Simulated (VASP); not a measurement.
Wanted: the native input for a VASP 6.6.1 run.

* Task: single point
* Functional: PBE
* Dispersion: D3(BJ)
* Potentials or basis: VASP PAW PBE potentials, release 64 (Cl, H)
* Cutoff: 520 eV
* k mesh: 1 × 1 × 1
* Occupations: fermi-dirac, width 0.02 eV
* Spin: no spin polarisation
* Dipole correction: no
* Further INCAR settings: LREAL = Auto; ALGO = Normal; EDIFF = 1e-07; NBANDS = 56

The structure of HCl lies in POSCAR:

```
HCl
1.0
    7.9895700000      0.0000000000      0.0000000000
    0.0000000000      7.9895700000      0.0000000000
    0.0000000000      0.0000000000      7.9895700000
Cl H
10 10
Direct
    0.5857386568      0.5333828980      0.9176088325
    0.0601033598      0.3528350086      0.9648329009
    0.1931643380      0.7339944453      0.6940423577
    0.4028001507      0.5195148174      0.3702577235
    0.8253886004      0.9003237972      0.8186047560
    0.8199314857      0.7034170800      0.2477980667
    0.6322743277      0.1741645671      0.1530745710
    0.7999178930      0.3922363782      0.5901694334
    0.0705544854      0.1119084006      0.3743255269
    0.3843010325      0.1056752741      0.6631771172
    0.5170866517      0.4298479142      1.0236721125
   -0.0178357534      0.4424393303      0.8550898234
    0.2782878177      0.6876214865      0.5649615686
    0.5687414967      0.5389401432      0.3783682977
    0.9203248736      0.9643823134      0.7113399094
    0.7474870362      0.6521752735      0.1060757963
    0.7593149569      0.1613228246      0.0605539472
    0.8869563694      0.2808035977      0.4938688816
    0.1920629020      0.1514975149      0.4726412060
    0.3153736684     -0.0421674758      0.6999625762
```

These files were run (other wordings do the same):

INCAR

```
  ALGO = Normal
  EDIFF = 1E-7
  ENCUT = 520
  GGA = PE
  ISIF = 2
  ISMEAR = -1
  IVDW = 12
  LASPH = True
  LCHARG = False
  LREAL = Auto
  LWAVE = False
  NBANDS = 56
  NELM = 80
  PREC = Accurate
  SIGMA = 0.02
```

KPOINTS

```
k-points
0
Gamma
  1 1 1
```

Potentials or basis: VASP PAW PBE potentials, release 64 (Cl, H).

The run is started by

```bash
$ cat potpaw_PBE.64/Cl/POTCAR potpaw_PBE.64/H/POTCAR > POTCAR
$ mpirun -np 1 vasp_gam > vasp.out
```

It gave:

| Quantity | Value |
| --- | --- |
| Pressure | 0.0 GPa |
| Largest force | 1.363 eV/Å |
| Dispersion energy per atom | -0.062 eV |

Caveat: the k points lie up to 0.79 Å⁻¹ apart.

Wall time 31 s on 1 thread of Intel(R) Xeon(R) 6975P-C (Granite Rapids), on a shared host, peak memory 0.42 GiB.
